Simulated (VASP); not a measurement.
A run of VASP 6.6.1:

File INCAR:

```
PREC = Accurate
ENCUT = 520
EDIFF = 1E-8
ISMEAR = 0
SIGMA = 0.01
LREAL = False
LASPH = True
NELM = 60
ALGO = Normal
ISIF = 2
LWAVE = False
LCHARG = False
GGA = PS
NBANDS = 26
IBRION = 8
NSW = 1
```

KPOINTS

```
regular mesh
0
Gamma
  6 6 4
```

Contents of POSCAR:

```
CdSe
1.0
    4.2794622328      0.0000000000      0.0000000000
   -2.1397311164      3.7061230081      0.0000000000
    0.0000000000      0.0000000000      6.9866926313
Cd Se
2 2
Direct
    0.3333333333      0.6666666667      0.0047210952
    0.6666666667      0.3333333333      0.5047210952
    0.3333333333      0.6666666667      0.3802789048
    0.6666666667      0.3333333333      0.8802789048
```

Potentials or basis: VASP PAW PBE potentials, release 64 (Cd, Se).

The run is started by

```console
$ cat potpaw_PBE.64/Cd/POTCAR potpaw_PBE.64/Se/POTCAR > POTCAR
$ mpirun -np 1 vasp_std > vasp.out
```

Hardware: 1 thread of Intel Xeon 6975P-C (shared host).

Q: Estimate the wall time of this run.

A: Run time: 11 min on 1 thread of Intel Xeon 6975P-C (shared host), peak memory 0.59 GiB. Counts: scf iterations 63, k points 21.
